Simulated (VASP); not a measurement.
# Rh (Im-3m) in VASP: single point with PBEsol

Aim: the single point of Rh with PBEsol.

Program: VASP 6.6.1. These are calculated values, not measurements. Logs are shortened: lines on timing, memory, paths and dates and some standing lists are left out, and cuts for length are marked.

## (1) The cell of the first run

It takes space group Im-3m (No. 229, cubic). Conventional cell: a = 3.029 Å, b = 3.029 Å, c = 3.029 Å, α = 90.00°, β = 90.00°, γ = 90.00°. Within 3.5 Å of Rh (site symmetry m-3m) lie 14 Rh at 2.62 to 3.03 Å.

## (2) Single point, PBEsol

Input file INCAR:

```
PREC = Accurate
ENCUT = 500
EDIFF = 1E-6
ISMEAR = 0
SIGMA = 0.1
LREAL = False
LASPH = True
NELM = 120
ALGO = Normal
ISIF = 2
LWAVE = False
LCHARG = False
GGA = PS
NBANDS = 14
GGA_COMPAT = False
```

Input file KPOINTS:

```
Automatic mesh
0
Gamma
  6 6 6
```

Input file POSCAR:

```
Rh
1.0
   -1.5142623855      1.5142623855      1.5142623855
    1.5142623855     -1.5142623855      1.5142623855
    1.5142623855      1.5142623855     -1.5142623855
Rh
1
Direct
    0.0000000000      0.0000000000      0.0000000000
```

Potentials or basis: VASP PAW PBE potentials, release 64 (Rh_pv).

Command:

```
> cat potpaw_PBE.64/Rh_pv/POTCAR > POTCAR
> mpirun -np 1 vasp_std > vasp.out
```

OUTCAR:

```text
PREC = Accurate
   ENCUT = 500
   EDIFF = 1E-6
   ISMEAR = 0
   LREAL = False
   LASPH = True
   NELM = 120
   ISIF = 2
   GGA = PS

 ion  position               nearest neighbor table
   1  0.000  0.000  0.000-

  LATTYP: Found a body centered cubic cell.
 ALAT       =     3.0285247710

  Lattice vectors:

 A1 = (  -1.5142623855,   1.5142623855,   1.5142623855)
 A2 = (   1.5142623855,  -1.5142623855,   1.5142623855)
 A3 = (   1.5142623855,   1.5142623855,  -1.5142623855)

Analysis of symmetry for initial positions (statically):
=====================================================================
 Subroutine PRICEL returns:
 Original cell was already a primitive cell.

 Routine SETGRP: Setting up the symmetry group for a
 body centered cubic supercell.

 Subroutine GETGRP returns: Found 48 space group operations
 (whereof 48 operations were pure point group operations)
 out of a pool of 48 trial point group operations.

The static configuration has the point symmetry O_h .

Analysis of symmetry for dynamics (positions and initial velocities):
=====================================================================
 Subroutine PRICEL returns:
 Original cell was already a primitive cell.

 Routine SETGRP: Setting up the symmetry group for a
 body centered cubic supercell.

 Subroutine GETGRP returns: Found 48 space group operations
 (whereof 48 operations were pure point group operations)
 out of a pool of 48 trial point group operations.

The dynamic configuration has the point symmetry O_h .

 Subroutine INISYM returns: Found 48 space group operations
 (whereof 48 operations are pure point group operations),
 and found     1 'primitive' translations

----------------------------------------------------------------------------------------

                                     Primitive cell

  volume of cell :      13.8888

  direct lattice vectors                    reciprocal lattice vectors
    -1.514262385  1.514262385  1.514262385     0.000000000  0.330193766  0.330193766
     1.514262385 -1.514262385  1.514262385     0.330193766  0.000000000  0.330193766
     1.514262385  1.514262385 -1.514262385     0.330193766  0.330193766  0.000000000

  length of vectors
     2.622779388  2.622779388  2.622779388     0.466964502  0.466964502  0.466964502

  position of ions in fractional coordinates (direct lattice)
     0.000000000  0.000000000  0.000000000

  ion indices of the primitive-cell ions
   primitive index   ion index
                 1           1

----------------------------------------------------------------------------------------

 KPOINTS: Automatic mesh

Automatic generation of k-mesh.
 Grid dimensions read from file:
 generate k-points for:    6    6    6

 Generating k-lattice:

  Cartesian coordinates                     Fractional coordinates (reciprocal lattice)
     0.000000000  0.055032294  0.055032294     0.166666667  0.000000000  0.000000000
     0.055032294  0.000000000  0.055032294     0.000000000  0.166666667  0.000000000
     0.055032294  0.055032294  0.000000000     0.000000000  0.000000000  0.166666667

  Length of vectors
     0.077827417  0.077827417  0.077827417

  Shift w.r.t. Gamma in fractional coordinates (k-lattice)
     0.000000000  0.000000000  0.000000000

 Subroutine IBZKPT returns following result:
 ===========================================

 Found     16 irreducible k-points:

 Following reciprocal coordinates:
            Coordinates               Weight
  0.000000  0.000000  0.000000      1.000000
  0.166667  0.000000  0.000000     12.000000
  0.333333  0.000000  0.000000     12.000000
  0.500000  0.000000  0.000000      6.000000
  0.166667  0.166667  0.000000     24.000000
  0.333333  0.166667  0.000000     48.000000
[... 8 lines left out ...]
  0.500000  0.500000  0.333333     12.000000
  0.500000  0.500000  0.500000      1.000000
   k-points           NKPTS =     16   k-points in BZ     NKDIM =     16   number of bands    NBANDS=     14
   number of dos      NEDOS =    301   number of ions     NIONS =      1
   total plane-waves  NPLWV =   8000
   dimension x,y,z NGX =    20 NGY =   20 NGZ =   20
   dimension x,y,z NGXF=    40 NGYF=   40 NGZF=   40
   ions per type =               1
   NGX,Y,Z   is equivalent  to a cutoff of  12.68, 12.68, 12.68 a.u.
   NGXF,Y,Z  is equivalent  to a cutoff of  25.35, 25.35, 25.35 a.u.
 SYSTEM =  unknown system
   PREC   = accura    normal or accurate (medium, high low for compatibility)
   ISTART =      0    job   : 0-new  1-cont  2-samecut
   ICHARG =      2    charge: 1-file 2-atom 10-const
   ISPIN  =      1    spin polarized calculation?
   LNONCOLLINEAR =      F non collinear calculations
   LSORBIT =      F    spin-orbit coupling
   LASPH  =      T    aspherical Exc in radial PAW
   ENCUT  =  500.0 eV  36.75 Ry    6.06 a.u.   4.78  4.78  4.78*2*pi/ulx,y,z
   NELM   =    120;   NELMIN=  2; NELMDL= -5     # of ELM steps
   EDIFF  = 0.1E-05   stopping-criterion for ELM
   LREAL  =      F    real-space projection
   EDIFFG = 0.1E-04   stopping-criterion for IOM
   NSW    =      0    number of steps for IOM
   IBRION =     -1    ionic relax: 0-MD 1-quasi-New 2-CG
   NFREE  =      0    steps in history (QN), initial steepest desc. (CG)
   ISIF   =      2    stress and relaxation
   ISYM   =      2    0-nonsym 1-usesym 2-fastsym
   POTIM  = 0.5000    time-step for ionic-motion
   TEBEG  =    0.0;   TEEND  =   0.0 temperature during run
   PSTRESS=    0.0 pullay stress
   NELECT =      15.0000    total number of electrons
   NUPDOWN=      -1.0000    fix difference up-down
   EMIN   =  10.00;   EMAX   =-10.00  energy-range for DOS
   EFERMI =   0.00;   METHOD = LEGACY
   ISMEAR =     0;   SIGMA  =   0.10  broadening in eV -4-tet -1-fermi 0-gaus
   EFERMI_NEDOS =   21; number of points for ismear=-14 and -15
   IALGO  =     38    algorithm
   IMIX   =      4    mixing-type and parameters
     AMIX     =   0.40;   BMIX     =  1.00
     AMIX_MAG =   1.60;   BMIX_MAG =  1.00
  volume/ion in A,a.u.               =      13.89        93.73
  Fermi-wavevector in a.u.,A,eV,Ry     =   1.679645  3.174068 38.384847  2.821207
  Thomas-Fermi vector in A             =   2.763520
   LORBIT       =      0    0 simple, 1 ext, 2 COOP (PROOUT), +10 PAW based schemes
   GGA     = PS    functional components
   LHFCALC =     F    Hartree Fock is set to
   AEXX    =    0.0000 exact exchange contribution
   IVDW    =     0    specifies the selected vdW correction
   LEPSILON=     F    determine dielectric tensor
   LRPA    =     F    only Hartree local field effects (RPA)
 non-spin polarized calculation
 Gauss-broadening in eV      SIGMA  =   0.10
  energy-cutoff  :      500.00
  volume of cell :       13.89
 maximum number of plane-waves:       370
   NGX =  9   NGY =  9   NGZ =  9

 number of electron      14.9999993 magnetization

 Free energy of the ion-electron system (eV)
  ---------------------------------------------------
  ext. energy  EPLUGINS =         0.00000000
  ---------------------------------------------------
  free energy    TOTEN  =        -7.65451700 eV

  energy without entropy =       -7.64276518  energy(sigma->0) =       -7.64864109

 E-fermi :  11.4117     XC(G=0): -14.1333

 val. band max:       11.4010776168   @ k =  -0.3333   0.3333   0.1667
 cond. band min:      11.6040674738   @ k =   0.3333   0.0000   0.0000
 fundamental gap:      0.2029898571
 Fermi energy:        11.4117137085

 k-point     1 :       0.0000    0.0000    0.0000
  band No.  band energies     occupation
      1     -34.5619      2.00000
      2     -34.5619      2.00000
      3     -34.5619      2.00000
      4       3.5960      2.00000
      5       8.4719      2.00000
      6       8.4719      2.00000
      7       8.4719      2.00000
      8      10.9588      2.00000
      9      10.9588      2.00000
     10      29.8227      0.00000
     11      29.8227      0.00000
     12      29.8227      0.00000
     13      32.3224      0.00000
     14      39.9604      0.00000

 k-point     2 :       0.1667    0.0000    0.0000
  band No.  band energies     occupation
      1     -34.7492      2.00000
      2     -34.6238      2.00000
      3     -34.5619      2.00000
      4       4.6671      2.00000
      5       8.0417      2.00000
      6       8.4472      2.00000
      7       9.3842      2.00000
      8      10.5739      2.00000
      9      11.0011      2.00000
     10      29.6360      0.00000
     11      29.8172      0.00000
     12      31.4307      0.00000
     13      32.3213      0.00000
     14      36.4464      0.00000

 k-point     3 :       0.3333    0.0000    0.0000
  band No.  band energies     occupation
      1     -35.1128      2.00000
      2     -34.7462      2.00000
      3     -34.5620      2.00000
      4       5.7499      2.00000
      5       7.2757      2.00000
      6       9.8036      2.00000
      7      10.7435      2.00000
      8      11.1778      1.99906
      9      11.6041      0.00652
     10      24.8636      0.00000
     11      27.3846      0.00000
     12      32.3226      0.00000
     13      32.8322      0.00000
     14      35.0724      0.00000
[... 188 lines left out ...]
 k-point    15 :       0.5000    0.5000    0.3333
  band No.  band energies     occupation
      1     -35.1367      2.00000
      2     -35.0165      2.00000
      3     -34.9574      2.00000
      4       6.0481      2.00000
      5       6.2815      2.00000
      6      10.5374      2.00000
      7      11.0097      2.00000
      8      12.6658      0.00000
      9      19.4702      0.00000
     10      20.5987      0.00000
     11      23.3711      0.00000
     12      29.9175      0.00000
     13      31.4659      0.00000
     14      32.3097      0.00000

 k-point    16 :       0.5000    0.5000    0.5000
  band No.  band energies     occupation
      1     -35.0851      2.00000
      2     -35.0851      2.00000
      3     -35.0851      2.00000
      4       5.4920      2.00000
      5       5.4920      2.00000
      6      12.5396      0.00000
      7      12.5396      0.00000
      8      12.5396      0.00000
      9      20.8328      0.00000
     10      20.8328      0.00000
     11      20.8328      0.00000
     12      30.6994      0.00000
     13      30.6994      0.00000
     14      30.9056      0.00000

------------------------ aborting loop because EDIFF is reached ----------------------------------------

  FORCE on cell =-STRESS in cart. coord.  units (eV):
  Direction    XX          YY          ZZ          XY          YZ          ZX
  --------------------------------------------------------------------------------------
  -------------------------------------------------------------------------------------
  Total        0.1565288      0.1565288      0.1565288     -0.0000000     -0.0000000     -0.0000000
  in kB       18.0568248     18.0568248     18.0568248     -0.0000000     -0.0000000     -0.0000000
  external PRESSURE =      18.0568248 kB  Pullay stress =       0.0000000 kB

 VOLUME and BASIS-vectors are now :
 -----------------------------------------------------------------------------
  energy-cutoff  :      500.00
  volume of cell :       13.89
      direct lattice vectors                 reciprocal lattice vectors
    -1.514262385  1.514262385  1.514262385     0.000000000  0.330193766  0.330193766
     1.514262385 -1.514262385  1.514262385     0.330193766  0.000000000  0.330193766
     1.514262385  1.514262385 -1.514262385     0.330193766  0.330193766  0.000000000

 POSITION                                       TOTAL-FORCE (eV/Angst)
 -----------------------------------------------------------------------------------
      0.00000      0.00000      0.00000        -0.000000      0.000000     -0.000000
 -----------------------------------------------------------------------------------
    total drift:                                0.000000     -0.000000      0.000000

  FREE ENERGIE OF THE ION-ELECTRON SYSTEM (eV)
  ---------------------------------------------------
  free  energy   TOTEN  =        -7.6545169955 eV

  energy  without entropy=       -7.6427651794  energy(sigma->0) =       -7.64864109
```

Wall time 3.8 s (1 thread of Intel Xeon Platinum 8488C (Sapphire Rapids), shared host); peak memory 0.12 GiB.

What came out:

| Property | Result |
| --- | --- |
| Free energy | -7.6545 eV |
| Pressure | 1.8 GPa |

Caveat: the k points lie up to 0.49 Å⁻¹ apart; the PAW data sets were made with another functional, which shifts forces and pressure a little.
